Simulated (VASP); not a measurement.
Set up this calculation in VASP 6.6.1, as the native input.

```yaml
Task: relaxation of cell and atoms
Functional: PBE
Potentials_or_basis: VASP PAW PBE potentials, release 64 (Cd, Te)
Cutoff: 600 eV
k_mesh: 8 × 8 × 8
Occupations: gaussian, width 0.1 eV
Spin: no spin polarisation
Dipole_correction: no
Further_INCAR_settings: ALGO = Normal; EDIFF = 1e-06; IBRION = 2; EDIFFG = -0.01; NSW = 100; ISIF = 3
```

The structure of CdTe4 lies in POSCAR:

```
CdTe4
1.0
    5.5368876017      0.0000000000      0.0000000000
    0.0000000000      5.5368876017      0.0000000000
    0.0000000000      0.0000000000      5.5368876017
Cd Te
1 4
Direct
    0.0000000000      0.0000000000      0.0000000000
    0.2982540744      0.2982540744      0.2982540744
    0.7017459256      0.7017459256      0.2982540744
    0.2982540744      0.7017459256      0.7017459256
    0.7017459256      0.2982540744      0.7017459256
```

The cell was built from a structure type or drawn by symmetry, and may not be a known phase.

These files were run (other wordings do the same):

INCAR

```
SYSTEM = CdTe4
PREC     = Accurate       ! precision mode
ENCUT    = 600            ! plane-wave cutoff, eV
EDIFF    = 1E-6           ! SCF threshold, eV
ISMEAR   = 0              ! smearing method
SIGMA    = 0.1            ! smearing width, eV
LREAL    = .False.        ! projectors in reciprocal space
LASPH    = .True.         ! aspherical terms in the spheres
NELM     = 100            ! most SCF steps
ALGO     = Normal         ! electronic algorithm
ISIF     = 3              ! what is computed and relaxed
LWAVE    = .False.        ! write WAVECAR
LCHARG   = .False.        ! write CHGCAR
GGA      = PE             ! functional
IBRION   = 2              ! ionic algorithm
NSW      = 100            ! ionic steps
EDIFFG   = -0.01          ! ionic threshold
```

KPOINTS

```
Automatic mesh
0
Gamma
  8 8 8
  0 0 0
```

Potentials or basis: VASP PAW PBE potentials, release 64 (Cd, Te).

Command:

```bash
$ cat potpaw_PBE.64/Cd/POTCAR potpaw_PBE.64/Te/POTCAR > POTCAR
$ mpirun -np 1 vasp_std > vasp.out
```

Results of the run:

```yaml
Relaxed_volume: 33.61 Å³/atom
Relaxed_cell: a = 5.519 Å, b = 5.519 Å, c = 5.519 Å, α = 90.00°, β = 90.00°, γ = 90.00°
Space_group_after_relaxing_to_0.1_Å: P-43m (No. 215)
Energy_gained_by_relaxing: 0.4 meV/atom
Ionic_steps: 5
Pressure_after_relaxing: 0.0 GPa
Band_gap_on_the_k_mesh: zero (bands 18 and 19 overlap by 0.82 eV)
```

Caveat: spin-orbit coupling is left out, which moves the levels of the heavy elements.

It took 3.9 min on 1 thread of AMD EPYC 9R45 96-Core Processor (Zen 5), on a shared host, peak memory 0.41 GiB.
